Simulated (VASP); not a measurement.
Wanted: the native input for a VASP 6.6.1 run.

```
Task                   : electric field gradients
Functional             : LDA
Potentials or basis    : VASP PAW LDA potentials, release 64 (Li_sv)
Cutoff                 : 520 eV
k mesh                 : 15 × 15 × 15
Occupations            : fermi-dirac, width 0.08 eV
Spin                   : no spin polarisation
Dipole correction      : no
Further INCAR settings : ALGO = Normal; EDIFF = 1e-08; NBANDS = 8
```

The structure of Li lies in POSCAR:

```
Li
1.0
   -1.7500000000      1.7500000000      1.7500000000
    1.7500000000     -1.7500000000      1.7500000000
    1.7500000000      1.7500000000     -1.7500000000
Li
1
Direct
    0.0000000000      0.0000000000      0.0000000000
```

One way to write it, as run:

INCAR

```
ALGO     = Normal         # electronic algorithm
EDIFF    = 1E-8           # SCF threshold, eV
ENCUT    = 520            # plane-wave cutoff, eV
GGA      = CA             # functional
ISIF     = 2              # what is computed and relaxed
ISMEAR   = -1             # smearing method
LASPH    = True           # aspherical terms in the spheres
LCHARG   = False          # write CHGCAR
LEFG     = True         
LREAL    = False          # projectors in reciprocal space
LWAVE    = False          # write WAVECAR
NBANDS   = 8              # bands
NELM     = 80             # most SCF steps
PREC     = Accurate       # precision mode
SIGMA    = 0.08           # smearing width, eV
```

KPOINTS

```
k-points
0
Gamma
  15 15 15
```

Potentials or basis: VASP PAW LDA potentials, release 64 (Li_sv).

Command:

```bash
$ cat potpaw_LDA.64/Li_sv/POTCAR > POTCAR
$ mpirun -np 1 vasp_std > vasp.out
```

Run time: 7 s on 1 thread of Intel(R) Xeon(R) Platinum 8375C CPU @ 2.90GHz (Ice Lake), on a shared host, peak memory 0.12 GiB.
